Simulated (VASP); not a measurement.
# Be4Ge3Pt (P-43m) in VASP: further runs, part 2 of 2

VASP 6.6.1.

## 4. Single point, PBE

This run uses another cell than the first one, of 15.56 Å³/atom, 1.096 times its volume.

Contents of INCAR:

```
SYSTEM = Be4Ge3Pt
ALGO = Fast
EDIFF = 1E-6
ENCUT = 520
GGA = PE
ISIF = 2
ISMEAR = 0
LASPH = .True.
LCHARG = .False.
LREAL = .False.
LWAVE = .False.
NBANDS = 40
NELM = 80
PREC = Accurate
SIGMA = 0.1
```

Contents of KPOINTS:

```
k-points
0
Gamma
  8 8 8
  0 0 0
```

Contents of POSCAR:

```
Be4Ge3Pt
1.0
    4.9926981168      0.0000000000      0.0000000000
    0.0000000000      4.9926981168      0.0000000000
    0.0000000000      0.0000000000      4.9926981168
Be Ge Pt
4 3 1
Direct
    0.3338192430      0.3338192430      0.3338192430
    0.3338192430      0.6661807570      0.6661807570
    0.6661807570      0.6661807570      0.3338192430
    0.6661807570      0.3338192430      0.6661807570
    0.5000000000      0.0000000000      0.0000000000
    0.0000000000      0.5000000000      0.0000000000
    0.0000000000      0.0000000000      0.5000000000
    0.0000000000      0.0000000000      0.0000000000
```

Command:

```sh
cat potpaw_PBE.64/Be/POTCAR potpaw_PBE.64/Ge_d/POTCAR potpaw_PBE.64/Pt/POTCAR > POTCAR
mpirun -np 1 vasp_std > vasp.out
```

Wall time 4.3 min (1 thread of Oxide Virtual Turin-like, shared host); peak memory 0.31 GiB.

It converged, with:

| Item | Value |
| --- | --- |
| Free energy | -30.3890 eV |
| Pressure | 0.1 GPa |
| Largest force | 0.006 eV/Å |
| Band gap on the k mesh | zero (band 30 reaches 7.58 eV, above the bottom of band 31 at 4.90 eV) |

Forces in eV/Å, atoms in the order of the input:
```
Be  -0.004 -0.004 -0.004
Be  -0.004  0.004  0.004
Be   0.004  0.004 -0.004
Be   0.004 -0.004  0.004
Ge   0.000  0.000  0.000
Ge   0.000  0.000  0.000
Ge   0.000  0.000  0.000
Pt   0.000  0.000  0.000
```

Levels at points of the mesh, in eV from the Fermi level:
```
           k point  band 27  band 28  band 29  band 30  band 31  band 32  band 33  band 34
(0.00, 0.00, 0.00)    -1.73    -0.29    -0.29    -0.29     0.27     0.27     0.27     2.01
(0.50, 0.00, 0.00)    -1.35    -1.27    -0.93    -0.93    -0.43     0.93     0.93     2.65
(0.50, 0.50, 0.00)    -2.00    -0.84    -0.72    -0.19    -0.19     0.19     1.39     3.50
(0.50, 0.50, 0.50)    -2.09    -2.09     2.11     2.11     2.11     3.24     3.86     3.86
```

Caveat: spin-orbit coupling is left out, which moves the levels of the heavy elements.

## 5. Relaxation of cell and atoms, PBE

Contents of INCAR:

```
  PREC = Accurate
  ENCUT = 600
  EDIFF = 1E-6
  ISMEAR = 0
  SIGMA = 0.1
  LREAL = False
  LASPH = True
  NELM = 80
  ALGO = Normal
  ISIF = 3
  LWAVE = False
  LCHARG = False
  GGA = PE
  IBRION = 2
  NSW = 90
  EDIFFG = -0.04
```

Contents of KPOINTS:

```
regular mesh
0
Gamma
  4 4 4
```

Contents of POSCAR:

```
Be4Ge3Pt
1.0
    4.8419015290      0.0000000000      0.0000000000
    0.0000000000      4.8419015290      0.0000000000
    0.0000000000      0.0000000000      4.8419015290
Be Ge Pt
4 3 1
Direct
    0.2350000000      0.2350000000      0.2350000000
    0.2350000000      0.7650000000      0.7650000000
    0.7650000000      0.7650000000      0.2350000000
    0.7650000000      0.2350000000      0.7650000000
    0.5000000000      0.0000000000      0.0000000000
    0.0000000000      0.5000000000      0.0000000000
    0.0000000000      0.0000000000      0.5000000000
    0.0000000000      0.0000000000      0.0000000000
```

Command:

```sh
cat potpaw_PBE.64/Be/POTCAR potpaw_PBE.64/Ge_d/POTCAR potpaw_PBE.64/Pt/POTCAR > POTCAR
mpirun -np 1 vasp_std > vasp.out
```

Wall time 12 min (1 thread of Oxide Virtual Turin-like, shared host); peak memory 0.24 GiB.

It converged, with:

```yaml
Free_energy: -29.4364 eV
Relaxed_volume: 18.56 Å³/atom
Relaxed_cell: a = 5.295 Å, b = 5.295 Å, c = 5.295 Å, α = 90.00°, β = 90.00°, γ = 90.00°
Space_group_after_relaxing_to_0.05_Å: P-43m (No. 215)
Energy_gained_by_relaxing: 764.5 meV/atom
Ionic_steps: 12
Pressure_after_relaxing: 0.1 GPa
Largest_force_after_relaxing: 0.015 eV/Å
Band_gap_on_the_k_mesh: zero (band 30 reaches 4.69 eV, above the bottom of band 31 at 3.47 eV)
```

Forces in eV/Å, atoms in the order of the input:
```
Be   0.009  0.009  0.009
Be   0.009 -0.009 -0.009
Be  -0.009 -0.009  0.009
Be  -0.009  0.009 -0.009
Ge   0.000  0.000  0.000
Ge   0.000  0.000  0.000
Ge   0.000  0.000  0.000
Pt   0.000  0.000  0.000
```

Step by step:
| step | energy change (eV) | largest force (eV/Å) | pressure (GPa) | volume (Å³) |
| --- | --- | --- | --- | --- |
| 1 | 0.0000 | 5.2273 | 51.44 | 113.51 |
| 2 | -3.0350 | 1.3534 | -12.00 | 206.01 |
| 3 | -6.0948 | 0.0439 | -1.23 | 155.45 |
| 4 | -6.1024 | 0.0261 | -0.62 | 154.17 |
| 5 | -6.1041 | 0.0826 | -0.10 | 153.18 |
| 6 | -6.1054 | 0.0825 | -0.04 | 152.88 |
| 7 | -6.1087 | 0.0793 | 0.04 | 152.00 |
| 8 | -6.1131 | 0.0691 | 0.29 | 150.24 |
| 9 | -6.1122 | 0.0740 | 0.79 | 146.77 |
| 10 | -6.1140 | 0.0661 | 0.59 | 148.39 |
| 11 | -6.1149 | 0.0526 | 0.43 | 148.41 |
| 12 | -6.1163 | 0.0154 | 0.14 | 148.49 |

Final structure:
```
Be Ge Pt
1.0
     5.29537    0.00000    0.00000
     0.00000    5.29537    0.00000
     0.00000    0.00000    5.29537
Be Ge Pt
4 3 1
Direct
  0.25967 0.25967 0.25967
  0.25967 0.74033 0.74033
  0.74033 0.74033 0.25967
  0.74033 0.25967 0.74033
  0.50000 0.00000 0.00000
  0.00000 0.50000 0.00000
  0.00000 0.00000 0.50000
  0.00000 0.00000 0.00000
```

Levels at points of the mesh, in eV from the Fermi level:
| k point | band 26 | band 27 | band 28 | band 29 | band 30 | band 31 | band 32 | band 33 | band 34 | band 35 |
| --- | --- | --- | --- | --- | --- | --- | --- | --- | --- | --- |
| (0.00, 0.00, 0.00) | -2.03 | -1.96 | -1.01 | -1.01 | -1.01 | 0.14 | 0.14 | 0.14 | 2.42 | 3.40 |
| (0.50, 0.00, 0.00) | -1.95 | -1.94 | -1.30 | -0.67 | -0.67 | -0.10 | -0.10 | 1.38 | 2.65 | 3.20 |
| (0.50, 0.50, 0.00) | -1.86 | -1.86 | -1.48 | -0.44 | -0.44 | 0.92 | 1.06 | 1.60 | 3.19 | 3.19 |
| (0.50, 0.50, 0.50) | -1.90 | -1.90 | -1.25 | 1.01 | 1.01 | 1.01 | 3.42 | 3.42 | 3.87 | 3.87 |

Caveat: the volume moved by over 15 % at a fixed basis, so the end points are rough; spin-orbit coupling is left out, which moves the levels of the heavy elements.

## 6. Relaxation of cell and atoms, PBE

This run uses another cell than the first one, of 15.55 Å³/atom, 1.096 times its volume.

Contents of INCAR:

```
SYSTEM = Be4Ge3Pt
PREC = Accurate ; ENCUT = 600
EDIFF = 1E-7 ; ISMEAR = 0
SIGMA = 0.1 ; LREAL = .False.
LASPH = .True. ; NELM = 60
ALGO = Fast ; ISIF = 3
LWAVE = .False. ; LCHARG = .False.
GGA = PE ; IBRION = 2
NSW = 100 ; EDIFFG = -0.01
```

Contents of KPOINTS:

```
Automatic mesh
0
Gamma
  8 8 8
  0 0 0
```

Contents of POSCAR:

```
Be4Ge3Pt
1.0
    4.9924051085      0.0000000000      0.0000000000
    0.0000000000      4.9924051085      0.0000000000
    0.0000000000      0.0000000000      4.9924051085
Be Ge Pt
4 3 1
Direct
    0.3328549626      0.3328549626      0.3328549626
    0.3328549626      0.6671450374      0.6671450374
    0.6671450374      0.6671450374      0.3328549626
    0.6671450374      0.3328549626      0.6671450374
    0.5000000000      0.0000000000      0.0000000000
    0.0000000000      0.5000000000      0.0000000000
    0.0000000000      0.0000000000      0.5000000000
    0.0000000000      0.0000000000      0.0000000000
```

Potentials or basis: VASP PAW PBE potentials, release 64 (Be, Ge_d, Pt).

Command:

```sh
cat potpaw_PBE.64/Be/POTCAR potpaw_PBE.64/Ge_d/POTCAR potpaw_PBE.64/Pt/POTCAR > POTCAR
mpirun -np 1 vasp_std > vasp.out
```

OUTCAR:

```text
SYSTEM = Be4Ge3Pt
   PREC = Accurate
   ENCUT = 600
   EDIFF = 1E-7
   ISMEAR = 0
   LREAL = .False.
   LASPH = .True.
   NELM = 60
   ISIF = 3
   GGA = PE
   IBRION = 2
   NSW = 100
   EDIFFG = -0.01

 ion  position               nearest neighbor table
   1  0.333  0.333  0.333-   2 2.36   3 2.36   4 2.36   5 2.49   6 2.49   7 2.49   8 2.88
   2  0.333  0.667  0.667-   1 2.36   3 2.36   4 2.36   5 2.49   6 2.49   7 2.49   8 2.88
   3  0.667  0.667  0.333-   1 2.36   2 2.36   4 2.36   5 2.49   6 2.49   7 2.49   8 2.88
   4  0.667  0.333  0.667-   1 2.36   2 2.36   3 2.36   5 2.49   6 2.49   7 2.49   8 2.88
   5  0.500  0.000  0.000-   1 2.49   2 2.49   3 2.49   4 2.49   8 2.50   8 2.50
   6  0.000  0.500  0.000-   1 2.49   2 2.49   3 2.49   4 2.49   8 2.50   8 2.50
   7  0.000  0.000  0.500-   1 2.49   2 2.49   3 2.49   4 2.49   8 2.50   8 2.50
   8  0.000  0.000  0.000-   5 2.50   6 2.50   7 2.50   7 2.50   6 2.50   5 2.50   3 2.88   4 2.88
                             1 2.88   2 2.88

  LATTYP: Found a simple cubic cell.
 ALAT       =     4.9924051085

[... 367 lines left out ...]
  ext. energy  EPLUGINS =         0.00000000
  ---------------------------------------------------
  free energy    TOTEN  =       -30.38954636 eV

  energy without entropy =      -30.37118742  energy(sigma->0) =      -30.38036689

 E-fermi :   5.4568     XC(G=0): -10.4710

 val. band max:        5.4561840270   @ k =   0.3750   0.2500   0.0000
 cond. band min:       5.4780399478   @ k =   0.3750   0.2500   0.2500
 fundamental gap:      0.0218559208
 Fermi energy:         5.4568253727

 k-point     1 :       0.0000    0.0000    0.0000
  band No.  band energies     occupation
      1     -18.9492      2.00000
      2     -18.9365      2.00000
      3     -18.9365      2.00000
      4     -18.9129      2.00000
      5     -18.9129      2.00000
      6     -18.9129      2.00000
[... 925 lines left out ...]
     35       8.4561      0.00000
     36      10.0720      0.00000

 [... further k-points ...]
[... 5 lines left out ...]
  --------------------------------------------------------------------------------------
  -------------------------------------------------------------------------------------
  Total        0.0167420      0.0167420      0.0167420      0.0000000     -0.0000000      0.0000000
  in kB        0.2152738      0.2152738      0.2152738      0.0000000     -0.0000000      0.0000000
  external PRESSURE =       0.2152738 kB  Pullay stress =       0.0000000 kB
[... 23 lines left out ...]
  FREE ENERGIE OF THE ION-ELECTRON SYSTEM (eV)
  ---------------------------------------------------
  free  energy   TOTEN  =       -30.3895463615 eV

  energy  without entropy=      -30.3711874228  energy(sigma->0) =      -30.38036689

 reached required accuracy - stopping structural energy minimisation
```

CONTCAR:

```text
Be4Ge3Pt
   1.00000000000000
     4.9946954314046952    0.0000000000000000   -0.0000000000000000
     0.0000000000000000    4.9946954314046952    0.0000000000000000
    -0.0000000000000000    0.0000000000000000    4.9946954314046952
  Be              Ge              Pt
     4     3     1
Direct
     0.3335852820657974    0.3335852820657974    0.3335852820657974
     0.3335852820657974    0.6664147179342025    0.6664147179342025
     0.6664147179342025    0.6664147179342025    0.3335852820657974
     0.6664147179342025    0.3335852820657974    0.6664147179342025
     0.5000000000000000    0.0000000000000000    0.0000000000000000
     0.0000000000000000    0.5000000000000000    0.0000000000000000
     0.0000000000000000    0.0000000000000000    0.5000000000000000
     0.0000000000000000    0.0000000000000000    0.0000000000000000

  0.00000000E+00  0.00000000E+00  0.00000000E+00
  0.00000000E+00  0.00000000E+00  0.00000000E+00
  0.00000000E+00  0.00000000E+00  0.00000000E+00
  0.00000000E+00  0.00000000E+00  0.00000000E+00
  0.00000000E+00  0.00000000E+00  0.00000000E+00
  0.00000000E+00  0.00000000E+00  0.00000000E+00
  0.00000000E+00  0.00000000E+00  0.00000000E+00
  0.00000000E+00  0.00000000E+00  0.00000000E+00
```

Run time: 16 min. Hardware: 1 thread of Oxide Virtual Turin-like, shared host; peak memory 0.34 GiB.

What came out:

| Quantity | Value |
| --- | --- |
| Free energy | -30.3895 eV |
| Relaxed volume | 15.58 Å³/atom |
| Relaxed cell | a = 4.995 Å, b = 4.995 Å, c = 4.995 Å, α = 90.00°, β = 90.00°, γ = 90.00° |
| Space group after relaxing (to 0.05 Å) | P-43m (No. 215) |
| Energy gained by relaxing | 0.1 meV/atom |
| Ionic steps | 5 |
| Pressure after relaxing | 0.0 GPa |
| Largest force after relaxing | 0.005 eV/Å |
| Band gap on the k mesh | zero (band 30 reaches 7.56 eV, above the bottom of band 31 at 4.89 eV) |

Forces in eV/Å, atoms in the order of the input:
```
Be   0.003  0.003  0.003
Be   0.003 -0.003 -0.003
Be  -0.003 -0.003  0.003
Be  -0.003  0.003 -0.003
Ge   0.000  0.000  0.000
Ge   0.000  0.000  0.000
Ge   0.000  0.000  0.000
Pt   0.000  0.000  0.000
```

Step by step:
```csv
step,energy change (eV),largest force (eV/Å),pressure (GPa),volume (Å³)
1,0.0000,0.0408,0.15,124.43
2,-0.0004,0.0282,-0.05,124.70
3,-0.0004,0.0251,-0.10,124.77
4,-0.0006,0.0147,-0.03,124.68
5,-0.0007,0.0047,0.02,124.60
```

Final structure:
```
Be Ge Pt
1.0
     4.99470    0.00000    0.00000
     0.00000    4.99470    0.00000
     0.00000    0.00000    4.99470
Be Ge Pt
4 3 1
Direct
  0.33359 0.33359 0.33359
  0.33359 0.66641 0.66641
  0.66641 0.66641 0.33359
  0.66641 0.33359 0.66641
  0.50000 0.00000 0.00000
  0.00000 0.50000 0.00000
  0.00000 0.00000 0.50000
  0.00000 0.00000 0.00000
```

Caveat: spin-orbit coupling is left out, which moves the levels of the heavy elements.

## 7. Summary

```tsv
task	cell	k mesh	cutoff (eV)	gap on the mesh (eV)	pressure (GPa)	relaxed volume (Å³/atom)	largest force (eV/Å)
single point	a = 4.842 Å, 8 atoms	4 × 4 × 4	520	none	51.4	-	5.23
single point	a = 4.992 Å, 8 atoms	4 × 4 × 4	520	none	0.1	-	-
single point	a = 4.993 Å, 8 atoms	8 × 8 × 8	520	none	0.1	-	0.01
relaxation of cell and atoms	relaxed from a = 4.842 Å, 8 atoms	4 × 4 × 4	600	none	0.1	18.56	0.02
relaxation of cell and atoms	relaxed from a = 4.992 Å, 8 atoms	8 × 8 × 8	600	none	0.0	15.58	-
```

Some of these runs hold the atoms at other places in the same cell, which the table doesn't show; runs alike in all that it shows share one row.

Alike in all rows: level PBE; potentials or basis VASP PAW PBE potentials, release 64 (Be, Ge_d, Pt); no spin polarisation; smearing gaussian 0.1 eV.

Caveats: spin-orbit coupling is left out, which moves the levels of the heavy elements; forces of over 1 eV/Å act on the atoms, so gaps and moduli don't describe the material at rest (some runs); the volume moved by over 15 % at a fixed basis, so the end points are rough (some runs).

Absolute energies hang on the potentials; compare differences alone.
